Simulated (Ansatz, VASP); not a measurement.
# CrGe3: VASP beside Ansatz

File INCAR:

```
  PREC = Accurate
  ENCUT = 520
  EDIFF = 1E-6
  ISMEAR = 0
  SIGMA = 0.1
  LREAL = F
  LASPH = T
  NELM = 150
  ALGO = Normal
  ISIF = 2
  LWAVE = F
  LCHARG = F
  ISPIN = 2
  MAGMOM = 3 0 0 0
  LORBIT = 11
  LMAXMIX = 4
  GGA = PE
  NBANDS = 39
```

File KPOINTS:

```
Automatic mesh
0
Gamma
  4 4 4
```

POSCAR

```
CrGe3
1.0
    4.1258080200      0.0000000000      0.0000000000
    0.0000000000      4.1258080200      0.0000000000
    0.0000000000      0.0000000000      4.1258080200
Cr Ge
1 3
Direct
    0.0000000000      0.0000000000      0.0000000000
    0.5000000000      0.5000000000      0.0000000000
    0.5000000000      0.0000000000      0.5000000000
    0.0000000000      0.5000000000      0.5000000000
```

Input for Ansatz:

```yaml
crystal:
  lattice:
    - [4.12580802, 0.0, 0.0]
    - [0.0, 4.12580802, 0.0]
    - [0.0, 0.0, 4.12580802]
  atoms:
    - { symbol: Cr, position: [0.0, 0.0, 0.0], spin: 3.0 }
    - { symbol: Ge, position: [0.5, 0.5, 0.0] }
    - { symbol: Ge, position: [0.5, 0.0, 0.5] }
    - { symbol: Ge, position: [0.0, 0.5, 0.5] }
basis:
  ecutwfc: 420
kpoints:
  mp_grid: { grid: [4, 4, 4] }
hamiltonian:
  xc: pbe
scf:
  occupations: { method: gaussian, width: 0.1 }
  lower_state_search: "off"
output:
  forces: true
  stress: true
  eigenvalues: true
  populations: true
magnetization:
  spin_polarized: true
```

Change from the starting cell: species swapped into the EuBi3 type (Pm-3m, No. 221).

Alike in both runs: task single point; functional PBE; k mesh 4 × 4 × 4; occupations gaussian, width 0.1 eV; collinear spin.

|  | VASP | Ansatz |
| --- | --- | --- |
| version | VASP 6.6.1 | Ansatz 0.2.0 |
| potentials or method | VASP PAW PBE potentials, release 64 (Cr_pv, Ge_d), cutoff 520 eV | scalar-relativistic, plane waves, PAW |
| valence electrons in the cell | 54 | 56 |

VASP gave:

| Property | Result |
| --- | --- |
| gap on the k mesh at the Fermi level (eV) | none |
| pressure (GPa) | -1.3 |
| net moment per atom (μB) | 0.87 |
| size of the moment on the site where the two differ most (μB) | 3.42 |

Task: Estimate Ansatz's values.

Result: gap on the k mesh at the Fermi level (eV): none; pressure (GPa): -1.3; net moment per atom (μB): 0.87; size of the moment on the site where the two differ most (μB): 3.45.

Site moments also hang on the region over which each program counts them. A gap of «none» marks a metal or a gap that the smearing closes. VASP's potentials hold 54 valence electrons a cell and Ansatz's 56, so a difference there can come from the potentials and not from the codes.

The k mesh is coarse, so the values compare programs but aren't converged.
